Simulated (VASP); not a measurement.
# Ge (Fd-3m) in VASP: a series of runs

Runs on Ge. Level: r2SCAN. Tasks: single point.

Program: VASP 6.6.1. These are calculated values, not measurements. Logs are shortened: lines on timing, memory, paths and dates and some standing lists are left out, and cuts for length are marked.

## 1. The cell of the first run

Symmetry: Fd-3m, No. 227, cubic system. The conventional cell has a = 5.085 Å, b = 5.085 Å, c = 5.085 Å, α = 90.00°, β = 90.00°, γ = 90.00°. Ge (site symmetry -43m) has 4 Ge at 2.20 Å within 2.9 Å.

## 2. Single point, r2SCAN

File POSCAR:

```
Ge
1.0
    0.0000000000      2.5424784559      2.5424784559
    2.5424784559      0.0000000000      2.5424784559
    2.5424784559      2.5424784559      0.0000000000
Ge
2
Direct
    0.5000000000      0.5000000000      0.5000000000
    0.7500000000      0.7500000000      0.7500000000
```

File INCAR.step1:

```
SYSTEM = Ge
PREC = Accurate ; ENCUT = 550
ISMEAR = 0 ; SIGMA = 0.02
LREAL = .False. ; LASPH = .True.
NELM = 120 ; NBANDS = 21
GGA = PE ; ALGO = Normal
EDIFF = 1E-5 ; LWAVE = .True.
LCHARG = .False. ; GGA_COMPAT = .False.
```

File INCAR.step2:

```
SYSTEM = Ge
PREC = Accurate ; ENCUT = 550
EDIFF = 1E-6 ; ISMEAR = 0
SIGMA = 0.02 ; LREAL = .False.
LASPH = .True. ; NELM = 120
ALGO = Normal ; ISIF = 2
LWAVE = .False. ; LCHARG = .False.
METAGGA = R2SCAN ; LMIXTAU = .True.
NBANDS = 21 ; ISTART = 1
GGA_COMPAT = .False.
```

File KPOINTS:

```
Automatic mesh
0
Gamma
  12 12 12
  0 0 0
```

Potentials or basis: VASP PAW PBE potentials, release 64 (Ge_d).

Run with:

```sh
cat potpaw_PBE.64/Ge_d/POTCAR > POTCAR
cp INCAR.step1 INCAR
mpirun -np 1 vasp_std > vasp.out
cp INCAR.step2 INCAR
mpirun -np 1 vasp_std > vasp.out
```

OUTCAR:

```text
SYSTEM = Ge
   PREC = Accurate
   ENCUT = 550
   EDIFF = 1E-6
   ISMEAR = 0
   LREAL = .False.
   LASPH = .True.
   NELM = 120
   ISIF = 2
   METAGGA = R2SCAN
   ISTART = 1

 ion  position               nearest neighbor table
   1  0.500  0.500  0.500-   2 2.20   2 2.20   2 2.20   2 2.20
   2  0.750  0.750  0.750-   1 2.20   1 2.20   1 2.20   1 2.20

  LATTYP: Found a face centered cubic cell.
 ALAT       =     5.0849569118

  Lattice vectors:

 A1 = (   0.0000000000,   2.5424784559,   2.5424784559)
 A2 = (   2.5424784559,   0.0000000000,   2.5424784559)
 A3 = (   2.5424784559,   2.5424784559,   0.0000000000)

Analysis of symmetry for initial positions (statically):
[... 5 lines left out ...]
 face centered cubic supercell.

 Subroutine GETGRP returns: Found 48 space group operations
 (whereof 24 operations were pure point group operations)
 out of a pool of 48 trial point group operations.

The static configuration has the point symmetry T_d .
 The point group associated with its full space group is O_h .

Analysis of symmetry for dynamics (positions and initial velocities):
[... 5 lines left out ...]
 face centered cubic supercell.

 Subroutine GETGRP returns: Found 48 space group operations
 (whereof 24 operations were pure point group operations)
 out of a pool of 48 trial point group operations.

The dynamic configuration has the point symmetry T_d .
 The point group associated with its full space group is O_h .

 Subroutine INISYM returns: Found 48 space group operations
 (whereof 24 operations are pure point group operations),
 and found     1 'primitive' translations

----------------------------------------------------------------------------------------

                                     Primitive cell

  volume of cell :      32.8702

  direct lattice vectors                    reciprocal lattice vectors
     0.000000000  2.542478456  2.542478456    -0.196658500  0.196658500  0.196658500
     2.542478456  0.000000000  2.542478456     0.196658500 -0.196658500  0.196658500
     2.542478456  2.542478456  0.000000000     0.196658500  0.196658500 -0.196658500

  length of vectors
     3.595607514  3.595607514  3.595607514     0.340622514  0.340622514  0.340622514

  position of ions in fractional coordinates (direct lattice)
     0.500000000  0.500000000  0.500000000
     0.750000000  0.750000000  0.750000000

  ion indices of the primitive-cell ions
   primitive index   ion index
                 1           1
                 2           2

----------------------------------------------------------------------------------------

 KPOINTS: Automatic mesh

Automatic generation of k-mesh.
 Grid dimensions read from file:
 generate k-points for:   12   12   12

 Generating k-lattice:

  Cartesian coordinates                     Fractional coordinates (reciprocal lattice)
    -0.016388208  0.016388208  0.016388208     0.083333333  0.000000000  0.000000000
     0.016388208 -0.016388208  0.016388208     0.000000000  0.083333333  0.000000000
     0.016388208  0.016388208 -0.016388208     0.000000000  0.000000000  0.083333333

  Length of vectors
     0.028385210  0.028385210  0.028385210

  Shift w.r.t. Gamma in fractional coordinates (k-lattice)
     0.000000000  0.000000000  0.000000000

 Subroutine IBZKPT returns following result:
 ===========================================

 Found     72 irreducible k-points:

 Following reciprocal coordinates:
            Coordinates               Weight
  0.000000  0.000000  0.000000      1.000000
  0.083333  0.000000  0.000000      8.000000
  0.166667  0.000000  0.000000      8.000000
  0.250000  0.000000  0.000000      8.000000
  0.333333  0.000000  0.000000      8.000000
  0.416667  0.000000  0.000000      8.000000
[... 16 lines left out ...]
  0.500000  0.166667  0.000000     24.000000
 -0.416667  0.166667  0.000000     24.000000
 [... further k-points ...]
   k-points           NKPTS =     72   k-points in BZ     NKDIM =     72   number of bands    NBANDS=     21
   number of dos      NEDOS =    301   number of ions     NIONS =      2
   total plane-waves  NPLWV =  21952
   dimension x,y,z NGX =    28 NGY =   28 NGZ =   28
   dimension x,y,z NGXF=    56 NGYF=   56 NGZF=   56
   ions per type =               2
   NGX,Y,Z   is equivalent  to a cutoff of  12.95, 12.95, 12.95 a.u.
   NGXF,Y,Z  is equivalent  to a cutoff of  25.89, 25.89, 25.89 a.u.
 SYSTEM =  Ge
   PREC   = accura    normal or accurate (medium, high low for compatibility)
   ISTART =      1    job   : 0-new  1-cont  2-samecut
   ICHARG =      0    charge: 1-file 2-atom 10-const
   ISPIN  =      1    spin polarized calculation?
   LNONCOLLINEAR =      F non collinear calculations
   LSORBIT =      F    spin-orbit coupling
   LASPH  =      T    aspherical Exc in radial PAW
   ENCUT  =  550.0 eV  40.42 Ry    6.36 a.u.   6.88  6.88  6.88*2*pi/ulx,y,z
   NELM   =    120;   NELMIN=  2; NELMDL=  0     # of ELM steps
   EDIFF  = 0.1E-05   stopping-criterion for ELM
   LREAL  =      F    real-space projection
   EDIFFG = 0.1E-04   stopping-criterion for IOM
   NSW    =      0    number of steps for IOM
   IBRION =     -1    ionic relax: 0-MD 1-quasi-New 2-CG
   NFREE  =      0    steps in history (QN), initial steepest desc. (CG)
   ISIF   =      2    stress and relaxation
   ISYM   =      2    0-nonsym 1-usesym 2-fastsym
   POTIM  = 0.5000    time-step for ionic-motion
   TEBEG  =    0.0;   TEEND  =   0.0 temperature during run
   PSTRESS=    0.0 pullay stress
   NELECT =      28.0000    total number of electrons
   NUPDOWN=      -1.0000    fix difference up-down
   EMIN   =  10.00;   EMAX   =-10.00  energy-range for DOS
   EFERMI =   0.00;   METHOD = LEGACY
   ISMEAR =     0;   SIGMA  =   0.02  broadening in eV -4-tet -1-fermi 0-gaus
   EFERMI_NEDOS =   21; number of points for ismear=-14 and -15
   IALGO  =     38    algorithm
   IMIX   =      4    mixing-type and parameters
     AMIX     =   0.40;   BMIX     =  1.00
     AMIX_MAG =   1.60;   BMIX_MAG =  1.00
  volume/ion in A,a.u.               =      16.44       110.91
  Fermi-wavevector in a.u.,A,eV,Ry     =   1.551887  2.932642 32.767655  2.408355
  Thomas-Fermi vector in A             =   2.656342
   LORBIT       =      0    0 simple, 1 ext, 2 COOP (PROOUT), +10 PAW based schemes
   METAGGA = R2SCAN    functional components
   LHFCALC =     F    Hartree Fock is set to
   AEXX    =    0.0000 exact exchange contribution
   IVDW    =     0    specifies the selected vdW correction
   LEPSILON=     F    determine dielectric tensor
   LRPA    =     F    only Hartree local field effects (RPA)
 non-spin polarized calculation
 Gauss-broadening in eV      SIGMA  =   0.02
  energy-cutoff  :      550.00
  volume of cell :       32.87
 maximum number of plane-waves:       982
   NGX = 13   NGY = 13   NGZ = 13

 number of electron      27.9999979 magnetization

 Free energy of the ion-electron system (eV)
  ---------------------------------------------------
  ext. energy  EPLUGINS =         0.00000000
  ---------------------------------------------------
  free energy    TOTEN  =       -26.24817155 eV

  energy without entropy =      -26.24817155  energy(sigma->0) =      -26.24817155

 E-fermi :   8.6630     XC(G=0): -12.6057

 val. band max:        8.5838605619   @ k =   0.0000   0.0000   0.0000
 cond. band min:       8.7472572479   @ k =   0.4167   0.4167   0.0000
 fundamental gap:      0.1633966859
 Fermi energy:         8.6629892374

 k-point     1 :       0.0000    0.0000    0.0000
  band No.  band energies     occupation
      1     -17.7689      2.00000
      2     -17.7689      2.00000
      3     -17.7689      2.00000
      4     -17.6987      2.00000
      5     -17.6987      2.00000
      6     -17.2238      2.00000
[... 13 lines left out ...]
     20      19.3603      0.00000
     21      19.3603      0.00000

 k-point     2 :       0.0833    0.0000    0.0000
  band No.  band energies     occupation
      1     -17.7802      2.00000
      2     -17.7802      2.00000
      3     -17.7666      2.00000
      4     -17.6831      2.00000
      5     -17.6831      2.00000
      6     -17.2310      2.00000
[... 13 lines left out ...]
     20      18.5033      0.00000
     21      18.5034      0.00000

 k-point     3 :       0.1667    0.0000    0.0000
  band No.  band energies     occupation
      1     -17.7981      2.00000
      2     -17.7981      2.00000
      3     -17.7602      2.00000
      4     -17.6542      2.00000
      5     -17.6542      2.00000
      6     -17.2458      2.00000
[... 13 lines left out ...]
     20      17.7461      0.00000
     21      18.0579      0.00000

 k-point     4 :       0.2500    0.0000    0.0000
  band No.  band energies     occupation
      1     -17.8109      2.00000
      2     -17.8109      2.00000
      3     -17.7515      2.00000
      4     -17.6284      2.00000
      5     -17.6284      2.00000
      6     -17.2585      2.00000
[... 13 lines left out ...]
     20      17.8289      0.00000
     21      17.9851      0.00000

 k-point     5 :       0.3333    0.0000    0.0000
  band No.  band energies     occupation
      1     -17.8171      2.00000
      2     -17.8171      2.00000
      3     -17.7429      2.00000
      4     -17.6122      2.00000
      5     -17.6122      2.00000
      6     -17.2640      2.00000
[... 13 lines left out ...]
     20      18.8743      0.00000
     21      19.2588      0.00000
[... 382 lines left out ...]
     20      20.3170      0.00000
     21      20.5123      0.00000

 k-point    22 :       0.4167    0.1667    0.0000
  band No.  band energies     occupation
      1     -17.8528      2.00000
      2     -17.8174      2.00000
      3     -17.7263      2.00000
      4     -17.5871      2.00000
      5     -17.5373      2.00000
      6     -17.3946      2.00000
[... 13 lines left out ...]
     20      21.9266      0.00000
     21      22.2701      0.00000

 k-point    23 :       0.5000    0.1667    0.0000
  band No.  band energies     occupation
      1     -17.8601      2.00000
      2     -17.8261      2.00000
      3     -17.7018      2.00000
      4     -17.5670      2.00000
      5     -17.5486      2.00000
      6     -17.3755      2.00000
[... 13 lines left out ...]
     20      22.1836      0.00000
     21      22.5634      0.00000

 k-point    24 :      -0.4167    0.1667    0.0000
  band No.  band energies     occupation
      1     -17.8593      2.00000
      2     -17.8339      2.00000
      3     -17.6869      2.00000
      4     -17.5723      2.00000
      5     -17.5510      2.00000
      6     -17.3458      2.00000
[... 13 lines left out ...]
     20      19.9640      0.00000
     21      21.1856      0.00000

 [... further k-points ...]
[... 5 lines left out ...]
  --------------------------------------------------------------------------------------
  -------------------------------------------------------------------------------------
  Total       10.3195143     10.3195143     10.3195143     -0.0000000      0.0000000     -0.0000000
  in kB      503.0000180    503.0000180    503.0000180     -0.0000000      0.0000000     -0.0000000
  external PRESSURE =     503.0000180 kB  Pullay stress =       0.0000000 kB

 VOLUME and BASIS-vectors are now :
 -----------------------------------------------------------------------------
  energy-cutoff  :      550.00
  volume of cell :       32.87
      direct lattice vectors                 reciprocal lattice vectors
     0.000000000  2.542478456  2.542478456    -0.196658500  0.196658500  0.196658500
     2.542478456  0.000000000  2.542478456     0.196658500 -0.196658500  0.196658500
     2.542478456  2.542478456  0.000000000     0.196658500  0.196658500 -0.196658500

 POSITION                                       TOTAL-FORCE (eV/Angst)
 -----------------------------------------------------------------------------------
      2.54248      2.54248      2.54248         0.000000      0.000000      0.000000
      3.81372      3.81372      3.81372        -0.000000     -0.000000     -0.000000
 -----------------------------------------------------------------------------------
    total drift:                                0.000000      0.000000      0.000000

  FREE ENERGIE OF THE ION-ELECTRON SYSTEM (eV)
  ---------------------------------------------------
  free  energy   TOTEN  =       -26.2481715470 eV

  energy  without entropy=      -26.2481715470  energy(sigma->0) =      -26.24817155
```

It took 2.1 min on 1 thread of Intel Xeon 6975P-C, shared host; peak memory 0.19 GiB.

What came out:

```yaml
Free_energy: -26.2482 eV
Pressure: 50.3 GPa
Band_gap_on_the_k_mesh: 0.16 eV, indirect (least direct gap 2.71 eV)
```

Caveat: the PAW data sets were made with another functional, which shifts forces and pressure a little. A k mesh can miss the band edges.

## 3. Single point, r2SCAN

This run uses another cell than the first one, of 18.45 Å³/atom, 1.123 times its volume.

File POSCAR:

```
Ge
1.0
    0.0000000000      2.6426089806      2.6426089806
    2.6426089806      0.0000000000      2.6426089806
    2.6426089806      2.6426089806      0.0000000000
Ge
2
Direct
    0.5000000000      0.5000000000      0.5000000000
    0.7500000000      0.7500000000      0.7500000000
```

File INCAR.step1:

```
PREC = Accurate ; ENCUT = 550
ISMEAR = 0 ; SIGMA = 0.02
LREAL = False ; LASPH = True
NELM = 120 ; NBANDS = 21
GGA = PE ; ALGO = Normal
EDIFF = 1E-5 ; LWAVE = True
LCHARG = False ; GGA_COMPAT = False
```

File INCAR.step2:

```
PREC = Accurate ; ENCUT = 550
EDIFF = 1E-6 ; ISMEAR = 0
SIGMA = 0.02 ; LREAL = False
LASPH = True ; NELM = 120
ALGO = Normal ; ISIF = 2
LWAVE = False ; LCHARG = False
METAGGA = R2SCAN ; LMIXTAU = True
NBANDS = 21 ; ISTART = 1
GGA_COMPAT = False
```

File KPOINTS:

```
regular mesh
0
Gamma
  12 12 12
```

Potentials or basis: VASP PAW PBE potentials, release 64 (Ge_d).

Run with:

```sh
cat potpaw_PBE.64/Ge_d/POTCAR > POTCAR
cp INCAR.step1 INCAR
mpirun -np 1 vasp_std > vasp.out
cp INCAR.step2 INCAR
mpirun -np 1 vasp_std > vasp.out
```

Run time: 2.5 min. Hardware: 1 thread of Intel Xeon 6975P-C, shared host; peak memory 0.2 GiB.

The run converged. Its results:

```
Free energy            : -27.1730 eV
Pressure               : 25.3 GPa
Band gap on the k mesh : 0.43 eV, indirect (least direct gap 2.50 eV)
```

Levels at points of the mesh, in eV from the valence-band top:
| k point | band 12 | band 13 | band 14 | band 15 | band 16 | band 17 |
| --- | --- | --- | --- | --- | --- | --- |
| (0.00, 0.00, 0.00) | 0.00 | 0.00 | 0.00 | 2.50 | 2.74 | 2.74 |
| (0.50, 0.00, 0.00) | -9.08 | -1.86 | -1.86 | 1.19 | 4.03 | 4.03 |
| (0.50, 0.50, 0.00) | -10.17 | -4.07 | -4.07 | 0.64 | 0.64 | 11.96 |

Caveat: the PAW data sets were made with another functional, which shifts forces and pressure a little. r2SCAN opens gaps a little over a GGA but as a rule still falls short of measured ones.

## 4. Single point, r2SCAN

This run uses another cell than the first one, of 18.45 Å³/atom, 1.123 times its volume.

POSCAR is that of step 3.

File INCAR.step1:

```
SYSTEM = Ge
PREC     = Accurate       ! precision mode
ENCUT    = 550            ! plane-wave cutoff, eV
ISMEAR   = 0              ! smearing method
SIGMA    = 0.02           ! smearing width, eV
LREAL    = .FALSE.        ! projectors in reciprocal space
LASPH    = .TRUE.         ! aspherical terms in the spheres
NELM     = 120            ! most SCF steps
NBANDS   = 21             ! bands
GGA      = PE             ! functional
ALGO     = Normal         ! electronic algorithm
EDIFF    = 1E-5           ! SCF threshold, eV
LWAVE    = .TRUE.         ! write WAVECAR
LCHARG   = .FALSE.        ! write CHGCAR
GGA_COMPAT= .FALSE.
```

File INCAR.step2:

```
SYSTEM = Ge
PREC     = Accurate       ! precision mode
ENCUT    = 550            ! plane-wave cutoff, eV
EDIFF    = 1E-6           ! SCF threshold, eV
ISMEAR   = 0              ! smearing method
SIGMA    = 0.02           ! smearing width, eV
LREAL    = .FALSE.        ! projectors in reciprocal space
LASPH    = .TRUE.         ! aspherical terms in the spheres
NELM     = 120            ! most SCF steps
ALGO     = Normal         ! electronic algorithm
ISIF     = 2              ! what is computed and relaxed
LWAVE    = .FALSE.        ! write WAVECAR
LCHARG   = .FALSE.        ! write CHGCAR
METAGGA  = R2SCAN         ! meta-GGA
LMIXTAU  = .TRUE.       
NBANDS   = 21             ! bands
ISTART   = 1            
GGA_COMPAT= .FALSE.
```

File KPOINTS:

```
Automatic mesh
0
G
  12 12 12
  0 0 0
```

Run with:

```sh
cat potpaw_PBE.64/Ge_d/POTCAR > POTCAR
cp INCAR.step1 INCAR
mpirun -np 1 vasp_std > vasp.out
cp INCAR.step2 INCAR
mpirun -np 1 vasp_std > vasp.out
```

Wall time 2.5 min (1 thread of Intel Xeon 6975P-C, shared host); peak memory 0.2 GiB.

The run converged. Its results:

| Property | Result |
| --- | --- |
| Free energy | -27.1730 eV |
| Pressure | 25.3 GPa |
| Band gap on the k mesh | 0.43 eV, indirect (least direct gap 2.50 eV) |

Levels at points of the mesh, in eV from the valence-band top:
```tsv
k point	band 10	band 11	band 12	band 13	band 14	band 15	band 16	band 17	band 18	band 19
(0.00, 0.00, 0.00)	-25.47	-15.12	0.00	0.00	0.00	2.50	2.74	2.74	2.74	7.64
(0.50, 0.00, 0.00)	-25.44	-12.35	-9.08	-1.86	-1.86	1.19	4.03	4.03	7.71	12.77
(0.50, 0.50, 0.00)	-25.41	-10.17	-10.17	-4.07	-4.07	0.64	0.64	11.96	11.96	14.72
```

Caveat: the PAW data sets were made with another functional, which shifts forces and pressure a little. A k mesh can miss the band edges.

## 5. Single point, r2SCAN

This run uses another cell than the first one, of 20.15 Å³/atom, 1.226 times its volume.

File POSCAR:

```
Ge
1.0
    0.0000000000      2.7213784961      2.7213784961
    2.7213784961      0.0000000000      2.7213784961
    2.7213784961      2.7213784961      0.0000000000
Ge
2
Direct
    0.5000000000      0.5000000000      0.5000000000
    0.7500000000      0.7500000000      0.7500000000
```

File INCAR.step1:

```
SYSTEM = Ge
ALGO = Normal
EDIFF = 1E-5
ENCUT = 550
GGA = PE
GGA_COMPAT = .False.
ISMEAR = 0
LASPH = .True.
LCHARG = .False.
LREAL = .False.
LWAVE = .True.
NBANDS = 21
NELM = 120
PREC = Accurate
SIGMA = 0.02
```

File INCAR.step2:

```
SYSTEM = Ge
ALGO = Normal
EDIFF = 1E-6
ENCUT = 550
GGA_COMPAT = .False.
ISIF = 2
ISMEAR = 0
ISTART = 1
LASPH = .True.
LCHARG = .False.
LMIXTAU = .True.
LREAL = .False.
LWAVE = .False.
METAGGA = R2SCAN
NBANDS = 21
NELM = 120
PREC = Accurate
SIGMA = 0.02
```

File KPOINTS:

```
k-points
0
Gamma
  12 12 12
  0 0 0
```

Run with:

```sh
cat potpaw_PBE.64/Ge_d/POTCAR > POTCAR
cp INCAR.step1 INCAR
mpirun -np 1 vasp_std > vasp.out
cp INCAR.step2 INCAR
mpirun -np 1 vasp_std > vasp.out
```

Wall time 2.6 min (1 thread of Intel Xeon 6975P-C, shared host); peak memory 0.2 GiB.

Results (log left out):

```
Free energy            : -27.5606 eV
Pressure               : 12.2 GPa
Band gap on the k mesh : 0.60 eV, indirect (least direct gap 1.57 eV)
```

Levels at points of the mesh, in eV from the valence-band top:
```csv
k point,band 12,band 13,band 14,band 15,band 16,band 17
"(0.00, 0.00, 0.00)",0.00,0.00,0.00,1.57,2.74,2.74
"(0.50, 0.00, 0.00)",-8.50,-1.69,-1.69,0.85,4.03,4.03
"(0.50, 0.50, 0.00)",-9.72,-3.68,-3.68,0.80,0.80,11.14
```

Caveat: the PAW data sets were made with another functional, which shifts forces and pressure a little.

## 6. The runs side by side

```csv
cell,gap on the mesh (eV),pressure (GPa)
"a = 3.596 Å, angles 60.0°, 2 atoms",0.16,50.3
"a = 3.737 Å, angles 60.0°, 2 atoms",0.43,25.3
"a = 3.849 Å, angles 60.0°, 2 atoms",0.60,12.2
```

Alike in all rows: task single point; level r2SCAN; potentials or basis VASP PAW PBE potentials, release 64 (Ge_d); no spin polarisation; k mesh 12 × 12 × 12; cutoff (eV) 550; smearing gaussian 0.02 eV.

Caveats: the PAW data sets were made with another functional, which shifts forces and pressure a little.

Absolute energies hang on the potentials; compare differences alone.
